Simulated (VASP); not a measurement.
The system is ZnO.

```
CELL_PARAMETERS angstrom
3.23534 0.00000 0.00000
-1.61767 2.80189 0.00000
0.00000 0.00000 5.14269
ATOMIC_POSITIONS crystal
Zn 0.33333 0.66667 0.99587
Zn 0.66667 0.33333 0.49587
O 0.33333 0.66667 0.37913
O 0.66667 0.33333 0.87913
```

This cell differs from its parent crystal: uniaxial z strain -1.3%.

Base run:

- Program: VASP 6.6.1
- Functional: PBE
- Potentials or basis: VASP PAW PBE potentials, release 64 (Zn, O)
- Cutoff: 520 eV
- k mesh: 12 × 12 × 6
- Occupations: fermi-dirac, width 0.02 eV
- Spin: no spin polarisation

Its results: band gap on the k mesh 0.83 eV, direct; pressure 9.3 GPa.

The run is repeated on the same cell with these changes: functional from PBE to r2SCAN; occupations from fermi-dirac, width 0.02 eV to gaussian, width 0.01 eV. What comes out?

Band gap on the k mesh 1.27 eV, direct; pressure 3.1 GPa.

Caveats: the PAW data sets were made with another functional, which shifts forces and pressure a little (some runs).

